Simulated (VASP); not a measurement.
Input of a VASP 6.6.1 run:

The input INCAR:

```
PREC     = Accurate       # precision mode
ENCUT    = 520            # plane-wave cutoff, eV
EDIFF    = 1E-6           # SCF threshold, eV
ISMEAR   = 0              # smearing method
SIGMA    = 0.1            # smearing width, eV
LREAL    = False          # projectors in reciprocal space
LASPH    = True           # aspherical terms in the spheres
NELM     = 100            # most SCF steps
ALGO     = Fast           # electronic algorithm
ISIF     = 2              # what is computed and relaxed
LWAVE    = False          # write WAVECAR
LCHARG   = False          # write CHGCAR
GGA      = PE             # functional
NBANDS   = 18             # bands
```

Contents of KPOINTS:

```
regular mesh
0
Gamma
  12 10 8
```

Contents of POSCAR:

```
Br
1.0
    3.9125350964      0.0000000000      0.0000000000
    0.0000000000      4.8239365283      0.0000000000
    0.0000000000      0.0000000000      6.9865432649
Br
3
Direct
    0.5000000000      0.5000000000      0.1725187452
    0.5000000000      0.5000000000      0.8274812548
    0.0000000000      0.5000000000      0.5000000000
```

Potentials or basis: VASP PAW PBE potentials, release 64 (Br).

Run with:

```sh
$ cat potpaw_PBE.64/Br/POTCAR > POTCAR
$ mpirun -np 1 vasp_std > vasp.out
```

Task: What does it give for the band gap on the k mesh?

Result: Zero (an odd number of electrons rules out a gap without spin polarisation).

Task: Estimate the pressure.

Result: 0.0 GPa.

Caveat: this functional lacks dispersion, which binds layers or chains, so the pressure and a relaxed spacing across them are unreliable; an odd number of electrons without spin polarisation forces a metal; a magnetic or distorted state may lie lower.
